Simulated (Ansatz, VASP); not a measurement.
**Two plane-wave programs on Ti**

File POSCAR:

```
Ti
1.0
    0.0000000000      1.9743553172      1.9743553172
    1.9743553172      0.0000000000      1.9743553172
    1.9743553172      1.9743553172      0.0000000000
Ti
1
Direct
    0.0000000000      0.0000000000      0.0000000000
```

Contents of INCAR.step1:

```
SYSTEM = Ti
PREC = Accurate ; ENCUT = 550
ISMEAR = -5 ; SIGMA = 0.05
LREAL = .FALSE. ; LASPH = .TRUE.
NELM = 120 ; NBANDS = 12
GGA = PE ; ALGO = Normal
EDIFF = 1E-5 ; LWAVE = .TRUE.
LCHARG = .FALSE. ; GGA_COMPAT = .FALSE.
```

File INCAR.step2:

```
SYSTEM = Ti
PREC = Accurate ; ENCUT = 550
EDIFF = 1E-6 ; ISMEAR = -5
SIGMA = 0.05 ; LREAL = .FALSE.
LASPH = .TRUE. ; NELM = 120
ALGO = Normal ; ISIF = 2
LWAVE = .FALSE. ; LCHARG = .FALSE.
METAGGA = R2SCAN ; LMIXTAU = .TRUE.
NBANDS = 12 ; ISTART = 1
GGA_COMPAT = .FALSE.
```

File KPOINTS:

```
Automatic mesh
0
G
  11 11 11
  0 0 0
```

input.yaml

```yaml
crystal:
  lattice:
    - [0.0, 1.9743553172, 1.9743553172]
    - [1.9743553172, 0.0, 1.9743553172]
    - [1.9743553172, 1.9743553172, 0.0]
  atoms:
    - { symbol: Ti, position: [0.0, 0.0, 0.0] }
hamiltonian:
  xc: r2scan
  pseudopotentials: { kind: nc, accuracy: standard, xc_functional: pbesol }
kpoints:
  mp_grid: { grid: [11, 11, 11] }
scf:
  occupations: { method: tetrahedron }
output:
  forces: true
  stress: true
```

Change from the starting cell: volume scaled by 0.92.

Alike in both runs: task single point; functional r2SCAN; k mesh 11 × 11 × 11; occupations tetrahedron; no spin polarisation.

|  | VASP | Ansatz |
| --- | --- | --- |
| version | VASP 6.6.1 | Ansatz 0.2.0 |
| potentials or method | VASP PAW PBE potentials, release 64 (Ti_sv) | PseudoDojo standard (PBEsol files) |
| plane-wave cutoff (eV) | 550 | 1143 |
| valence electrons in the cell | 12 | 12 |

|  | VASP | Ansatz | Ansatz less VASP |
| --- | --- | --- | --- |
| gap on the k mesh at the Fermi level (eV) | none | none | - |
| pressure (GPa) | 17.0 | 17.0 | +0.05 |

VASP's potentials were made for PBE, not for r2SCAN. A gap of «none» marks a metal or a gap that the smearing closes.

Noted on Ansatz's run: the meta-GGA runs on potentials made for a GGA.
